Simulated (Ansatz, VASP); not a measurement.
Ti3Al in VASP and in Ansatz

```
Ti Al
1.0
     2.75970    0.00000    0.00000
    -1.37985    2.38997    0.00000
     0.00000    0.00000    9.25465
Ti Al
3 1
Direct
  0.66667 0.33333 0.00000
  0.33333 0.66667 0.75117
  0.33333 0.66667 0.24883
  0.66667 0.33333 0.50000
```

Alike in both runs: task single point; functional PBEsol; k mesh 18 × 18 × 6; occupations gaussian, width 0.15 eV; no spin polarisation.

```csv
,VASP,Ansatz
version,VASP 6.6.1,Ansatz 0.2.0
potentials or method,"VASP PAW PBE potentials, release 64 (Ti_sv, Al), cutoff 520 eV","scalar-relativistic, plane waves, PAW"
valence electrons in the cell,39,39
```

VASP gave:

```
gap on the k mesh at the Fermi level (eV)                     : none
pressure (GPa)                                                : 10.5
traceless stress, the component that is largest in VASP (GPa) : -5.99
rms of the force components (eV/Å)                            : 0.102
```

Task: Which values does Ansatz return?

Result: gap on the k mesh at the Fermi level (eV): none; pressure (GPa): 10.7; traceless stress, the component that is largest in VASP (GPa): -6.06; rms of the force components (eV/Å): 0.109.

VASP's potentials were made for PBE, not for PBEsol, and Ansatz warns of the same on its side. Atom by atom the forces differ by 0.007 eV/Å (rms over components). A gap of «none» marks a metal or a gap that the smearing closes.
